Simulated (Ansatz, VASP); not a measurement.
Ga3BSb2 in VASP and in Ansatz

```xyz
6
Lattice="5.2514 0.0000 0.0000 -2.6257 4.5478 0.0000 0.0000 0.0000 5.8814" Properties=species:S:1:pos:R:3 pbc="T T T"
Ga   -1.3128    2.2739    2.9407
Ga    2.6257    0.0000    2.9407
Ga    1.3128    2.2739    2.9407
B     0.0000    0.0000    0.0000
Sb    2.6257    1.5159    0.0000
Sb    0.0000    3.0319    0.0000
```

Change from the starting cell: species swapped into the LuB2Os3 type (P6/mmm, No. 191).

Alike in both runs: functional PBE; k mesh 6 × 6 × 4; occupations gaussian, width 0.1 eV; no spin polarisation.

Ansatz relaxed the structure, and its values are those at the end. VASP's run is a single point on that final structure, the one shown.

```csv
,VASP,Ansatz
version,VASP 6.6.1,Ansatz 0.2.0
potentials or method,"VASP PAW PBE potentials, release 64 (Ga_d, B, Sb), cutoff 520 eV","scalar-relativistic, plane waves, PAW"
valence electrons in the cell,52,72
```

```tsv
	VASP	Ansatz	Ansatz less VASP
gap on the k mesh at the Fermi level (eV)	none	none	-
pressure (GPa)	0.1	0.1	-0.03
```

A gap of «none» marks a metal or a gap that the smearing closes. VASP's potentials hold 52 valence electrons a cell and Ansatz's 72, so a difference there can come from the potentials and not from the codes.

Neither program's run includes spin-orbit coupling.
